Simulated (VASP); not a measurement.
# Al (P6_3/mmc) in VASP: a series of runs

Runs on Al. Level: PBEsol+D3(BJ). Tasks: single point.

Everything below comes from runs of VASP 6.6.1. Logs are shortened: lines on timing, memory, paths and dates and some standing lists are left out, and cuts for length are marked.

## (1) The cell of the first run

It takes space group P6_3/mmc (No. 194, hexagonal). Conventional cell: a = 2.727 Å, b = 2.727 Å, c = 9.504 Å, α = 90.00°, β = 90.00°, γ = 120.00°. Within 3.6 Å of Al (site symmetry -3m) lie 12 Al at 2.73 to 2.85 Å. Within 3.6 Å of Al (site symmetry -6m2) lie 12 Al at 2.73 to 2.85 Å.

This isn't the form of Al at room conditions, which is fcc.

## (2) Single point, PBEsol+D3(BJ) (15.30 Å³/atom)

File INCAR:

```
ALGO = Normal
EDIFF = 1E-6
ENCUT = 520
GGA = PS
ISIF = 2
ISMEAR = 0
IVDW = 12
LASPH = True
LCHARG = False
LREAL = False
LWAVE = False
NBANDS = 14
NELM = 80
PREC = Accurate
SIGMA = 0.15
```

File KPOINTS:

```
k-points
0
Gamma
  18 18 6
```

File POSCAR:

```
Al
1.0
    2.7267840563      0.0000000000      0.0000000000
   -1.3633920281      2.3614642634      0.0000000000
    0.0000000000      0.0000000000      9.5036604716
Al
4
Direct
    0.0000000000      0.0000000000      0.0000000000
    0.3333333333      0.6666666667      0.2500000000
    0.0000000000      0.0000000000      0.5000000000
    0.6666666667      0.3333333333      0.7500000000
```

Potentials or basis: VASP PAW PBE potentials, release 64 (Al).

The run is started by

```
$ cat potpaw_PBE.64/Al/POTCAR > POTCAR
$ mpirun -np 1 vasp_std > vasp.out
```

OUTCAR:

```text
EDIFF = 1E-6
   ENCUT = 520
   GGA = PS
   ISIF = 2
   ISMEAR = 0
   IVDW = 12
   LASPH = True
   LREAL = False
   NELM = 80
   PREC = Accurate
 IVDW          = 12

 ion  position               nearest neighbor table
   1  0.000  0.000  0.000-   2 2.85   4 2.85   2 2.85   4 2.85   4 2.85   2 2.85
   2  0.333  0.667  0.250-   1 2.85   3 2.85   1 2.85   3 2.85   1 2.85   3 2.85
   3  0.000  0.000  0.500-   2 2.85   4 2.85   2 2.85   4 2.85   4 2.85   2 2.85
   4  0.667  0.333  0.750-   1 2.85   3 2.85   1 2.85   3 2.85   1 2.85   3 2.85

  LATTYP: Found a hexagonal cell.
 ALAT       =     2.7267840563
 C/A-ratio  =     3.4853000001

  Lattice vectors:

 A1 = (   2.7267840563,   0.0000000000,   0.0000000000)
 A2 = (  -1.3633920281,   2.3614642634,   0.0000000000)
 A3 = (   0.0000000000,   0.0000000000,   9.5036604716)

Analysis of symmetry for initial positions (statically):
=====================================================================
 Subroutine PRICEL returns:
 Original cell was already a primitive cell.

 Routine SETGRP: Setting up the symmetry group for a
 hexagonal supercell.

 Subroutine GETGRP returns: Found 24 space group operations
 (whereof 12 operations were pure point group operations)
 out of a pool of 24 trial point group operations.

The static configuration has the point symmetry D_3d.
 The point group associated with its full space group is D_6h.

Analysis of symmetry for dynamics (positions and initial velocities):
=====================================================================
 Subroutine PRICEL returns:
 Original cell was already a primitive cell.

 Routine SETGRP: Setting up the symmetry group for a
 hexagonal supercell.

 Subroutine GETGRP returns: Found 24 space group operations
 (whereof 12 operations were pure point group operations)
 out of a pool of 24 trial point group operations.

The dynamic configuration has the point symmetry D_3d.
 The point group associated with its full space group is D_6h.

 Subroutine INISYM returns: Found 24 space group operations
 (whereof 12 operations are pure point group operations),
 and found     1 'primitive' translations

----------------------------------------------------------------------------------------

                                     Primitive cell

  volume of cell :      61.1960

  direct lattice vectors                    reciprocal lattice vectors
     2.726784056  0.000000000  0.000000000     0.366732378  0.211733037  0.000000000
    -1.363392028  2.361464263  0.000000000     0.000000000  0.423466074  0.000000000
     0.000000000  0.000000000  9.503660472     0.000000000  0.000000000  0.105222614

  length of vectors
     2.726784056  2.726784056  9.503660472     0.423466074  0.423466074  0.105222614

  position of ions in fractional coordinates (direct lattice)
     0.000000000  0.000000000  0.000000000
     0.333333333  0.666666667  0.250000000
     0.000000000  0.000000000  0.500000000
     0.666666667  0.333333333  0.750000000

  ion indices of the primitive-cell ions
   primitive index   ion index
                 1           1
                 2           2
                 3           3
                 4           4

----------------------------------------------------------------------------------------

 KPOINTS: k-points

Automatic generation of k-mesh.
 Grid dimensions read from file:
 generate k-points for:   18   18    6

 Generating k-lattice:

  Cartesian coordinates                     Fractional coordinates (reciprocal lattice)
     0.020374021  0.011762946  0.000000000     0.055555556  0.000000000  0.000000000
     0.000000000  0.023525893  0.000000000     0.000000000  0.055555556  0.000000000
     0.000000000  0.000000000  0.017537102     0.000000000  0.000000000  0.166666667

  Length of vectors
     0.023525893  0.023525893  0.017537102

  Shift w.r.t. Gamma in fractional coordinates (k-lattice)
     0.000000000  0.000000000  0.000000000

 Subroutine IBZKPT returns following result:
 ===========================================

 Found    148 irreducible k-points:

 Following reciprocal coordinates:
            Coordinates               Weight
  0.000000  0.000000  0.000000      1.000000
  0.055556  0.000000  0.000000      6.000000
  0.111111  0.000000  0.000000      6.000000
  0.166667  0.000000  0.000000      6.000000
  0.222222  0.000000  0.000000      6.000000
  0.277778  0.000000  0.000000      6.000000
[... 16 lines left out ...]
  0.333333  0.111111  0.000000     12.000000
  0.388889  0.111111  0.000000     12.000000
 [... further k-points ...]
   k-points           NKPTS =    148   k-points in BZ     NKDIM =    148   number of bands    NBANDS=     14
   number of dos      NEDOS =    301   number of ions     NIONS =      4
   total plane-waves  NPLWV =  28800
   dimension x,y,z NGX =    20 NGY =   20 NGZ =   72
   dimension x,y,z NGXF=    40 NGYF=   40 NGZF=  144
   ions per type =               4
   NGX,Y,Z   is equivalent  to a cutoff of  12.19, 12.19, 12.59 a.u.
   NGXF,Y,Z  is equivalent  to a cutoff of  24.39, 24.39, 25.19 a.u.
 SYSTEM =  unknown system
   PREC   = accura    normal or accurate (medium, high low for compatibility)
   ISTART =      0    job   : 0-new  1-cont  2-samecut
   ICHARG =      2    charge: 1-file 2-atom 10-const
   ISPIN  =      1    spin polarized calculation?
   LNONCOLLINEAR =      F non collinear calculations
   LSORBIT =      F    spin-orbit coupling
   LASPH  =      T    aspherical Exc in radial PAW
   ENCUT  =  520.0 eV  38.22 Ry    6.18 a.u.   5.07  5.07 17.67*2*pi/ulx,y,z
   NELM   =     80;   NELMIN=  2; NELMDL= -5     # of ELM steps
   EDIFF  = 0.1E-05   stopping-criterion for ELM
   LREAL  =      F    real-space projection
   EDIFFG = 0.1E-04   stopping-criterion for IOM
   NSW    =      0    number of steps for IOM
   IBRION =     -1    ionic relax: 0-MD 1-quasi-New 2-CG
   NFREE  =      0    steps in history (QN), initial steepest desc. (CG)
   ISIF   =      2    stress and relaxation
   ISYM   =      2    0-nonsym 1-usesym 2-fastsym
   POTIM  = 0.5000    time-step for ionic-motion
   TEBEG  =    0.0;   TEEND  =   0.0 temperature during run
   PSTRESS=    0.0 pullay stress
   NELECT =      12.0000    total number of electrons
   NUPDOWN=      -1.0000    fix difference up-down
   EMIN   =  10.00;   EMAX   =-10.00  energy-range for DOS
   EFERMI =   0.00;   METHOD = LEGACY
   ISMEAR =     0;   SIGMA  =   0.15  broadening in eV -4-tet -1-fermi 0-gaus
   EFERMI_NEDOS =   21; number of points for ismear=-14 and -15
   IALGO  =     38    algorithm
   IMIX   =      4    mixing-type and parameters
     AMIX     =   0.40;   BMIX     =  1.00
     AMIX_MAG =   1.60;   BMIX_MAG =  1.00
  volume/ion in A,a.u.               =      15.30       103.24
  Fermi-wavevector in a.u.,A,eV,Ry     =   0.951103  1.797324 12.307789  0.904597
  Thomas-Fermi vector in A             =   2.079542
   LORBIT       =      0    0 simple, 1 ext, 2 COOP (PROOUT), +10 PAW based schemes
   GGA     = PS    functional components
   LHFCALC =     F    Hartree Fock is set to
   AEXX    =    0.0000 exact exchange contribution
   IVDW    =    12    specifies the selected vdW correction
   LEPSILON=     F    determine dielectric tensor
   LRPA    =     F    only Hartree local field effects (RPA)
 non-spin polarized calculation
 Gauss-broadening in eV      SIGMA  =   0.15
  energy-cutoff  :      520.00
  volume of cell :       61.20
 maximum number of plane-waves:      1680
   NGX = 11   NGY = 11   NGZ = 35

 number of electron      12.0000000 magnetization

 Free energy of the ion-electron system (eV)
  ---------------------------------------------------
  ext. energy  EPLUGINS =         0.00000000
  ---------------------------------------------------
  free energy    TOTEN  =       -16.21102606 eV

  energy without entropy =      -16.19331377  energy(sigma->0) =      -16.20216992

 E-fermi :   8.7356     XC(G=0): -10.5339

 val. band max:        8.7286032791   @ k =   0.2778   0.0000   0.5000
 cond. band min:       8.7450397632   @ k =   0.2778   0.2222   0.1667
 fundamental gap:      0.0164364841
 Fermi energy:         8.7356416645

 k-point     1 :       0.0000    0.0000    0.0000
  band No.  band energies     occupation
      1      -2.9069      2.00000
      2      -1.2818      2.00000
      3      -1.2777      2.00000
      4       3.4682      2.00000
      5       3.5168      2.00000
      6      11.1291      0.00000
      7      11.1354      0.00000
      8      20.2327      0.00000
      9      21.0154      0.00000
     10      21.0154      0.00000
     11      21.0432      0.00000
     12      21.0432      0.00000
     13      21.8649      0.00000
     14      21.8813      0.00000

 k-point     2 :       0.0556    0.0000    0.0000
  band No.  band energies     occupation
      1      -2.8251      2.00000
      2      -1.2009      2.00000
      3      -1.1969      2.00000
      4       3.5479      2.00000
      5       3.5927      2.00000
      6      11.1982      0.00000
      7      11.2056      0.00000
      8      19.1387      0.00000
      9      19.8877      0.00000
     10      20.0267      0.00000
     11      20.4538      0.00000
     12      20.6686      0.00000
     13      21.1579      0.00000
     14      21.1991      0.00000
[... 343 lines left out ...]
      1       1.2780      2.00000
      2       2.8457      2.00000
      3       2.8466      2.00000
      4       6.5328      2.00000
      5       7.4172      2.00000
      6       7.7393      2.00000
      7       8.5138      1.96352
      8       8.7132      1.16742
      9      11.9995      0.00000
     10      12.9473      0.00000
     11      13.3689      0.00000
     12      13.6777      0.00000
     13      14.2190      0.00000
     14      15.5510      0.00000

 k-point    24 :       0.3889    0.1111    0.0000
  band No.  band energies     occupation
      1       2.4564      2.00000
      2       3.9829      2.00000
      3       3.9889      2.00000
      4       5.2163      2.00000
      5       6.8198      2.00000
      6       6.8567      2.00000
      7       8.6546      1.55541
      8       8.8633      0.22883
      9      11.0881      0.00000
     10      11.3898      0.00000
     11      12.7992      0.00000
     12      13.6027      0.00000
     13      14.0023      0.00000
     14      16.3438      0.00000

 [... further k-points ...]

------------------------ aborting loop because EDIFF is reached ----------------------------------------

 Edisp (eV)   -1.37102

 E8    (eV) :    -0.9233

  FORCE on cell =-STRESS in cart. coord.  units (eV):
  Direction    XX          YY          ZZ          XY          YZ          ZX
  --------------------------------------------------------------------------------------
  -------------------------------------------------------------------------------------
  Total       1.76663     1.76663    -0.59803     0.00000     0.00000     0.00000
  in kB      46.25239    46.25239   -15.65717     0.00000     0.00000     0.00000
  external pressure =       25.62 kB  Pullay stress =        0.00 kB

 VOLUME and BASIS-vectors are now :
 -----------------------------------------------------------------------------
  energy-cutoff  :      520.00
  volume of cell :       61.20
      direct lattice vectors                 reciprocal lattice vectors
     2.726784056  0.000000000  0.000000000     0.366732378  0.211733037  0.000000000
    -1.363392028  2.361464263  0.000000000     0.000000000  0.423466074  0.000000000
     0.000000000  0.000000000  9.503660472     0.000000000  0.000000000  0.105222614

 POSITION                                       TOTAL-FORCE (eV/Angst)
 -----------------------------------------------------------------------------------
      0.00000      0.00000      0.00000         0.000000      0.000000     -0.000000
     -0.00000      1.57431      2.37592        -0.000000      0.000000      0.000000
      0.00000      0.00000      4.75183         0.000000      0.000000     -0.000000
      1.36339      0.78715      7.12775         0.000000     -0.000000     -0.000000
 -----------------------------------------------------------------------------------
    total drift:                               -0.000000      0.000000     -0.000000

  FREE ENERGIE OF THE ION-ELECTRON SYSTEM (eV)
  ---------------------------------------------------
  free  energy   TOTEN  =       -17.5820509806 eV

  energy  without entropy=      -17.5643386944  energy(sigma->0) =      -17.57319484
```

It took 2.1 min on 1 thread of Intel Xeon 8259CL, shared host; peak memory 0.24 GiB.

What came out:

* Free energy: -17.5821 eV
* Pressure: 2.6 GPa
* Band gap on the k mesh: zero (bands 6 and 7 overlap by 4.63 eV)
* Dispersion energy per atom: -0.343 eV

Stress tensor (GPa, compression positive):
```
 4.63  0.00  0.00
 0.00  4.63  0.00
 0.00  0.00 -1.57
```

Caveat: the PAW data sets were made with another functional, which shifts forces and pressure a little.

## (3) Single point, PBEsol+D3(BJ) (15.30 Å³/atom)

File INCAR:

```
PREC     = Accurate       # precision mode
ENCUT    = 520            # plane-wave cutoff, eV
EDIFF    = 1E-7           # SCF threshold, eV
ISMEAR   = 0              # smearing method
SIGMA    = 0.15           # smearing width, eV
LREAL    = False          # projectors in reciprocal space
LASPH    = True           # aspherical terms in the spheres
NELM     = 100            # most SCF steps
ALGO     = Normal         # electronic algorithm
ISIF     = 2              # what is computed and relaxed
LWAVE    = False          # write WAVECAR
LCHARG   = False          # write CHGCAR
GGA      = PS             # functional
IVDW     = 12             # dispersion correction
NBANDS   = 14             # bands
```

File KPOINTS:

```
Automatic mesh
0
Gamma
  18 18 6
```

File POSCAR:

```
Al
1.0
    2.8006324383      0.0000000000      0.0000000000
   -1.4003162191      2.4254188383      0.0000000000
    0.0000000000      0.0000000000      9.0090744276
Al
4
Direct
    0.0000000000      0.0000000000      0.0000000000
    0.3333333333      0.6666666667      0.2500000000
    0.0000000000      0.0000000000      0.5000000000
    0.6666666667      0.3333333333      0.7500000000
```

Potentials or basis: VASP PAW PBE potentials, release 64 (Al).

The run is started by

```
$ cat potpaw_PBE.64/Al/POTCAR > POTCAR
$ mpirun -np 1 vasp_std > vasp.out
```

Wall time 2.8 min (1 thread of Intel Xeon 8259CL, shared host); peak memory 0.25 GiB.

It converged, with:

```yaml
Free_energy: -17.6286 eV
Pressure: 2.0 GPa
Band_gap_on_the_k_mesh: zero (bands 6 and 7 overlap by 5.87 eV)
Dispersion_energy_per_atom: -0.343 eV
```

Stress tensor (GPa, compression positive):
```
1.21 0.00 0.00
0.00 1.21 0.00
0.00 0.00 3.56
```

Levels at points of the mesh, in eV from the Fermi level:
```
           k point  band 3  band 4  band 5  band 6  band 7  band 8  band 9  band 10
(0.00, 0.00, 0.00)   -9.84   -4.80   -4.28    3.89    3.91   11.01   11.01    11.14
(0.50, 0.00, 0.00)   -4.15   -4.10   -3.43   -3.37    0.83    1.25    1.61     1.93
(0.00, 0.00, 0.50)   -7.61   -7.61   -0.67   -0.67    9.03    9.03   11.35    11.35
(0.50, 0.00, 0.50)   -5.05   -5.05   -1.91   -1.91   -1.21   -1.21    4.91     4.91
```

Caveat: the PAW data sets were made with another functional, which shifts forces and pressure a little.
